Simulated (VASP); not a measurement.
Wanted: the native input for a VASP 6.6.1 run.

```yaml
Task: single point
Functional: PBE
Potentials_or_basis: VASP PAW PBE potentials, release 64 (Gd, O)
Cutoff: 520 eV
k_mesh: 4 × 4 × 4
Occupations: gaussian, width 0.1 eV
Spin: collinear spin, ferromagnetic start
Starting_moments: "[7.0, 0.0, 0.0, 0.0, 0.0] μB"
Dipole_correction: no
Further_INCAR_settings: ALGO = Normal; EDIFF = 1e-07; NBANDS = 33
```

The structure of GdO4 lies in POSCAR:

```
GdO4
1.0
    4.2774262700      0.0000000000      0.0000000000
    0.0000000000      4.2774262700      0.0000000000
    0.0000000000      0.0000000000      4.2774262700
Gd O
1 4
Direct
    0.0000000000      0.0000000000      0.0000000000
    0.2437810800      0.7562189200      0.7562189200
    0.7562189200      0.2437810800      0.7562189200
    0.7562189200      0.7562189200      0.2437810800
    0.2437810800      0.2437810800      0.2437810800
```

The cell was generated, and may not be a known phase.

One way to write it, as run:

INCAR

```
SYSTEM = GdO4
PREC = Accurate
ENCUT = 520
EDIFF = 1E-7
ISMEAR = 0
SIGMA = 0.1
LREAL = .FALSE.
LASPH = .TRUE.
NELM = 150
ALGO = Normal
ISIF = 2
LWAVE = .FALSE.
LCHARG = .FALSE.
ISPIN = 2
MAGMOM = 7 0 0 0 0
LORBIT = 11
LMAXMIX = 6
GGA = PE
NBANDS = 33
```

KPOINTS

```
regular mesh
0
G
  4 4 4
  0 0 0
```

Potentials or basis: VASP PAW PBE potentials, release 64 (Gd, O).

The run is started by

```console
$ cat potpaw_PBE.64/Gd/POTCAR potpaw_PBE.64/O/POTCAR > POTCAR
$ mpirun -np 1 vasp_std > vasp.out
```

Results of the run:

* Pressure: 26.9 GPa
* Largest force: 5.604 eV/Å
* Band gap on the k mesh: zero (filled and empty bands overlap)
* Net moment: 2.00 μB per cell
* Site moments: Gd +5.76; O -0.85 μB
* Valence electrons inside the program's atomic spheres: Gd 16.16; O 4.86

Caveat: the k points lie up to 0.37 Å⁻¹ apart; spin-orbit coupling is left out, which moves the levels of the heavy elements; a cell with one magnetic atom can't hold antiferromagnetic order, which such compounds often take; semilocal functionals describe open f shells poorly, which spoils levels, moments and volumes; forces of over 1 eV/Å act on the atoms, so gaps and moduli don't describe the material at rest.

Run time: 5.7 min on 1 thread of Intel(R) Xeon(R) 6975P-C (Granite Rapids), with other jobs on the host, peak memory 0.23 GiB.
